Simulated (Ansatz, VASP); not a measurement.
TaN: VASP beside Ansatz

```
Ta N
1.0
     0.00000    2.26616    2.09184
     2.26616    0.00000    2.09184
     2.26616    2.26616    0.00000
Ta N
1 1
Direct
  0.50000 0.50000 0.50000
  0.00000 0.00000 0.00000
```

Change from the starting cell: strain +0.040 along x and y, -0.040 along z, atoms carried along.

Alike in both runs: task single point; functional PBE; k mesh 18 × 18 × 18; occupations gaussian, width 0.15 eV; no spin polarisation.

```csv
,VASP,Ansatz
version,VASP 6.6.1,Ansatz 0.2.0
potentials or method,"VASP PAW PBE potentials, release 64 (Ta_pv, N), cutoff 600 eV","scalar-relativistic, plane waves, PAW"
valence electrons in the cell,16,18
```

VASP gave:

```
gap on the k mesh at the Fermi level (eV)                     : none
pressure (GPa)                                                : 7.2
traceless stress, the component that is largest in VASP (GPa) : 33.95
```

Task: Which values does Ansatz return?

Result: gap on the k mesh at the Fermi level (eV): none; pressure (GPa): 6.5; traceless stress, the component that is largest in VASP (GPa): 33.67.

A gap of «none» marks a metal or a gap that the smearing closes. With one functional, cell and mesh, what is left measures potentials, basis and numerics. VASP's potentials hold 16 valence electrons a cell and Ansatz's 18, so a difference there can come from the potentials and not from the codes.

Neither program's run includes spin-orbit coupling.
